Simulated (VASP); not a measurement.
Wanted: the native input for a VASP 6.6.1 run.

```
Task                   : single point
Functional             : LDA
Potentials or basis    : VASP PAW LDA potentials, release 64 (Pt, Se)
Cutoff                 : 520 eV
k mesh                 : 8 × 6 × 4
Occupations            : gaussian, width 0.05 eV
Spin                   : collinear spin
Starting moments       : [1.0, -1.0, 0.0, 0.0, 0.0, 0.0] μB
Dipole correction      : no
Further INCAR settings : ALGO = Fast; EDIFF = 1e-06; NBANDS = 35
```

The structure of PtSe2 lies in POSCAR:

```
PtSe2
1.0
   -3.7426818375      0.0000000000      0.0000000000
    0.0000000000      0.0000000000     -4.7585423759
    0.0000000000     -6.4825150991      0.0000000000
Pt Se
2 4
Direct
    0.0000000000      0.0000000000      0.0000000000
    0.5000000000      0.0000000000      0.5000000000
    0.0000000000     -0.2645075981     -0.3333333333
   -0.5000000000     -0.7354924019     -0.1666666667
    0.5000000000     -0.2645075981      0.1666666667
    0.0000000000     -0.7354924019      0.3333333333
```

These files were run (other wordings do the same):

INCAR

```
SYSTEM = PtSe2
PREC = Accurate
ENCUT = 520
EDIFF = 1E-6
ISMEAR = 0
SIGMA = 0.05
LREAL = .False.
LASPH = .True.
NELM = 150
ALGO = Fast
ISIF = 2
LWAVE = .False.
LCHARG = .False.
ISPIN = 2
MAGMOM = 1 -1 0 0 0 0
LORBIT = 11
LMAXMIX = 4
GGA = CA
NBANDS = 35
```

KPOINTS

```
Automatic mesh
0
Gamma
  8 6 4
  0 0 0
```

Potentials or basis: VASP PAW LDA potentials, release 64 (Pt, Se).

Command:

```console
$ cat potpaw_LDA.64/Pt/POTCAR potpaw_LDA.64/Se/POTCAR > POTCAR
$ mpirun -np 1 vasp_std > vasp.out
```

It gave:

| Quantity | Value |
| --- | --- |
| Pressure | 0.4 GPa |
| Largest force | 0.064 eV/Å |
| Band gap on the k mesh | zero (filled and empty bands overlap) |
| Net moment | 0.00 μB per cell |
| Valence electrons inside the program's atomic spheres | Pt 9.46; Se 3.79 |

Caveat: spin-orbit coupling is left out, which moves the levels of the heavy elements.

It took 7.7 min on 1 thread of Oxide Virtual Turin-like Processor, on a shared host, peak memory 0.44 GiB.
